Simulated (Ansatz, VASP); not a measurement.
# Two plane-wave programs on Sr

```
CELL_PARAMETERS angstrom
4.24047 0.00000 0.00000
-2.12024 3.67236 0.00000
0.00000 0.00000 7.28308
ATOMIC_POSITIONS crystal
Sr 0.33333 0.66667 0.25000
Sr 0.66667 0.33333 0.75000
```

Alike in both runs: task single point; functional r2SCAN; k mesh 12 × 12 × 8; occupations gaussian, width 0.15 eV; no spin polarisation.

```csv
,VASP,Ansatz
version,VASP 6.6.1,Ansatz 0.2.0
potentials or method,"VASP PAW PBE potentials, release 64 (Sr_sv), cutoff 520 eV","scalar-relativistic, plane waves, PAW"
valence electrons in the cell,20,20
```

|  | VASP | Ansatz | Ansatz less VASP |
| --- | --- | --- | --- |
| gap on the k mesh at the Fermi level (eV) | none | none | - |
| pressure (GPa) | 0.1 | 0.1 | -0.01 |
| traceless stress, the component that is largest in VASP (GPa) | -0.67 | -0.67 | 0.000 |

VASP's potentials were made for PBE, not for r2SCAN. A gap of «none» marks a metal or a gap that the smearing closes.
